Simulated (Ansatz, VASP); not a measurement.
**Mg2Te3O in VASP and in Ansatz**

INCAR

```
SYSTEM = Mg2Te3O
PREC     = Accurate       ! precision mode
ENCUT    = 520            ! plane-wave cutoff, eV
EDIFF    = 1E-6           ! SCF threshold, eV
ISMEAR   = 0              ! smearing method
SIGMA    = 0.1            ! smearing width, eV
LREAL    = .FALSE.        ! projectors in reciprocal space
LASPH    = .TRUE.         ! aspherical terms in the spheres
NELM     = 80             ! most SCF steps
ALGO     = Normal         ! electronic algorithm
ISIF     = 2              ! what is computed and relaxed
LWAVE    = .FALSE.        ! write WAVECAR
LCHARG   = .FALSE.        ! write CHGCAR
GGA      = PE             ! functional
NBANDS   = 23             ! bands
```

File KPOINTS:

```
regular mesh
0
G
  4 4 2
  0 0 0
```

Contents of POSCAR:

```
Mg2Te3O
1.0
    3.9125763400      0.0000000000      0.0000000000
    0.0000000000      3.9125763400      0.0000000000
    0.0000000000      0.0000000000      9.5376593000
Mg Te O
2 3 1
Direct
    0.0000000000      0.0000000000      0.0094770000
    0.5000000000      0.5000000000      0.4938240100
    0.0000000000      0.0000000000      0.6709480300
    0.0000000000      0.0000000000      0.3257620000
    0.5000000000      0.5000000000      0.8341779700
    0.5000000000      0.5000000000      0.1658110000
```

Input for Ansatz:

```yaml
crystal:
  lattice:
    - [3.91257634, 0.0, 0.0]
    - [0.0, 3.91257634, 0.0]
    - [0.0, 0.0, 9.5376593]
  atoms:
    - { symbol: Mg, position: [0.0, 0.0, 0.009477] }
    - { symbol: Mg, position: [0.5, 0.5, 0.49382401] }
    - { symbol: Te, position: [0.0, 0.0, 0.67094803] }
    - { symbol: Te, position: [0.0, 0.0, 0.325762] }
    - { symbol: Te, position: [0.5, 0.5, 0.83417797] }
    - { symbol: O, position: [0.5, 0.5, 0.165811] }
basis:
  ecutwfc: 420
kpoints:
  mp_grid: { grid: [4, 4, 2] }
hamiltonian:
  xc: pbe
scf:
  occupations: { method: gaussian, width: 0.1 }
  lower_state_search: "off"
output:
  forces: true
  stress: true
  eigenvalues: true
```

Change from the starting cell: species swapped into the Dy2CuAg3 type (P4mm, No. 99).

Alike in both runs: task single point; functional PBE; k mesh 4 × 4 × 2; occupations gaussian, width 0.1 eV; no spin polarisation.

|  | VASP | Ansatz |
| --- | --- | --- |
| version | VASP 6.6.1 | Ansatz 0.2.0 |
| potentials or method | VASP PAW PBE potentials, release 64 (Mg, Te, O), cutoff 520 eV | scalar-relativistic, plane waves, PAW |
| valence electrons in the cell | 28 | 74 |

|  | VASP | Ansatz | Ansatz less VASP |
| --- | --- | --- | --- |
| gap on the k mesh at the Fermi level (eV) | none | none | - |
| pressure (GPa) | -3.6 | -3.5 | +0.11 |
| traceless stress, the component that is largest in VASP (GPa) | -0.85 | -0.85 | +0.007 |
| rms of the force components (eV/Å) | 0.476 | 0.476 | -0.0004 |

Atom by atom the forces differ by 0.002 eV/Å (rms over components). A gap of «none» marks a metal or a gap that the smearing closes. With one functional, cell and mesh, what is left measures potentials, basis and numerics. VASP's potentials hold 28 valence electrons a cell and Ansatz's 74, so a difference there can come from the potentials and not from the codes.

The k mesh is coarse, so the values compare programs but aren't converged. Neither program's run includes spin-orbit coupling.
